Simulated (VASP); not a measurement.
# Cu: single point with r2SCAN

Crystal: Cu.

```
CELL_PARAMETERS angstrom
-1.37065 1.37065 1.30728
1.37065 -1.37065 1.30728
1.37065 1.37065 -1.30728
ATOMIC_POSITIONS crystal
Cu 0.00000 0.00000 0.00000
```

This cell differs from its parent crystal: strain -0.050 along x and y, -0.050 along z.

| Quantity | Value |
| --- | --- |
| Program | VASP 6.6.1 |
| Task | single point |
| Functional | r2SCAN |
| Potentials or basis | VASP PAW PBE potentials, release 64 (Cu) |
| Cutoff | 520 eV |
| k mesh | 24 × 24 × 24 |
| Occupations | gaussian, width 0.15 eV |
| Spin | no spin polarisation |
| Dipole correction | no |
| Further INCAR settings | ALGO = Normal; EDIFF = 1e-07; NBANDS = 12 |

```
Pressure               : 38.0 GPa
Band gap on the k mesh : zero (an odd number of electrons rules out a gap without spin polarisation)
```

Stress tensor (GPa, compression positive):
```
37.66  0.00  0.00
 0.00 37.66  0.00
 0.00  0.00 38.58
```

Levels at points of the mesh, in eV from the Fermi level:
| k point | band 3 | band 4 | band 5 | band 6 | band 7 | band 8 | band 9 | band 10 |
| --- | --- | --- | --- | --- | --- | --- | --- | --- |
| (0.00, 0.00, 0.00) | -3.84 | -3.84 | -2.75 | -2.49 | 27.35 | 27.35 | 28.74 | 32.67 |
| (0.50, 0.00, 0.00) | -2.63 | -2.34 | -1.59 | -1.01 | 5.88 | 19.39 | 20.46 | 24.16 |
| (0.50, 0.50, 0.00) | -2.82 | -2.52 | -1.63 | -1.45 | 5.29 | 20.68 | 22.14 | 25.49 |
| (0.50, 0.50, 0.50) | -1.85 | -1.85 | -1.78 | 8.85 | 8.85 | 10.99 | 14.91 | 15.83 |

Run time: 3.6 min on 1 thread of AMD EPYC 9R45 (Zen 5), with other jobs on the host, peak memory 0.19 GiB.

Caveat: the cell differs from its parent crystal (strain -0.050 along x and y, -0.050 along z); the cell stands under pressure; the PAW data sets were made with another functional, which shifts forces and pressure a little.
